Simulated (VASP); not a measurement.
Input of a VASP 6.6.1 run:

Contents of INCAR:

```
SYSTEM = Ge
PREC = Accurate ; ENCUT = 520
EDIFF = 1E-6 ; ISMEAR = 0
SIGMA = 0.15 ; LREAL = .FALSE.
LASPH = .TRUE. ; NELM = 60
ALGO = Normal ; ISIF = 2
LWAVE = .FALSE. ; LCHARG = .FALSE.
GGA = PS ; NBANDS = 21
```

File KPOINTS:

```
regular mesh
0
G
  22 22 12
  0 0 0
```

The input POSCAR:

```
Ge
1.0
    0.0000000000      0.0000000000     -2.6427277821
    2.7652112298      0.0000000000      0.0000000000
    0.0000000000     -5.0390024825      0.0000000000
Ge
2
Direct
    0.0378396900      0.5000000000      0.0000000000
   -0.0378396900      0.0000000000      0.5000000000
```

Potentials or basis: VASP PAW PBE potentials, release 64 (Ge_d).

Launch:

```console
$ cat potpaw_PBE.64/Ge_d/POTCAR > POTCAR
$ mpirun -np 1 vasp_std > vasp.out
```

Task: Estimate the pressure.

Result: 0.0 GPa.

Task: What does it give for the band gap on the k mesh?

Result: Zero (band 14 reaches 12.05 eV, above the bottom of band 15 at 4.45 eV).

Stress tensor (GPa, compression positive):
```
 1.12  0.00  0.00
 0.00 -1.01  0.00
 0.00  0.00 -0.25
```

Caveat: the cell differs from its parent crystal (mode 5 (55.6 1/cm) frozen in, largest displacement -0.100 Å); the PAW data sets were made with another functional, which shifts forces and pressure a little.
